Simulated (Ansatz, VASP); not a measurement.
## Ge: VASP beside Ansatz

```xyz
4
Lattice="3.9708 0.0000 0.0000 -1.9854 3.4388 0.0000 0.0000 0.0000 6.5551" Properties=species:S:1:pos:R:3 pbc="T T T"
Ge    0.0000    2.2925    6.1428
Ge    1.9854    1.1463    2.8652
Ge    0.0000    2.2925    3.6899
Ge    1.9854    1.1463    0.4123
```

Alike in both runs: task single point; functional r2SCAN; k mesh 8 × 8 × 4; occupations fermi-dirac, width 0.05 eV; no spin polarisation.

```csv
,VASP,Ansatz
version,VASP 6.6.1,Ansatz 0.2.0
potentials or method,"VASP PAW PBE potentials, release 64 (Ge_d)",Ansatz PAW
plane-wave cutoff (eV),520,500
valence electrons in the cell,56,56
```

Ansatz gave:

```
gap on the k mesh at the Fermi level (eV) : 0.14
least direct gap on the mesh (eV)         : 0.14
pressure (GPa)                            : 1.5
rms of the force components (eV/Å)        : 0.007
```

Task: Estimate VASP's values.

Result: gap on the k mesh at the Fermi level (eV): 0.12; least direct gap on the mesh (eV): 0.12; pressure (GPa): 1.5; rms of the force components (eV/Å): 0.009.

VASP's potentials were made for PBE, not for r2SCAN. Atom by atom the forces differ by 0.002 eV/Å (rms over components).
